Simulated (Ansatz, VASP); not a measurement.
**One calculation of KBr, two programs**

```
K Br
1.0
     0.00000    3.30225    3.30225
     3.30225    0.00000    3.30225
     3.30225    3.30225    0.00000
K Br
1 1
Direct
  0.00000 0.00000 0.00000
  0.50000 0.50000 0.50000
```

Alike in both runs: task single point; functional PBE-based screened hybrid; k mesh 4 × 4 × 4; no spin polarisation.

|  | VASP | Ansatz |
| --- | --- | --- |
| version | VASP 6.6.1 | Ansatz 0.2.0 |
| potentials or method | VASP PAW PBE potentials, release 64 (K_sv, Br) | plane waves |
| plane-wave cutoff (eV) | 520 | 420 |
| occupations | gaussian, width 0.01 eV | fixed |
| valence electrons in the cell | 16 | 16 |

```tsv
	VASP	Ansatz	Ansatz less VASP
gap on the k mesh at the Fermi level (eV)	4.80	4.80	+0.002
pressure (GPa)	0.6	0.6	-0.04
```

VASP's potentials were made for PBE, not for PBE-based screened hybrid. Ansatz's warnings: stress exchange threshold loose, stress scf threshold loose.
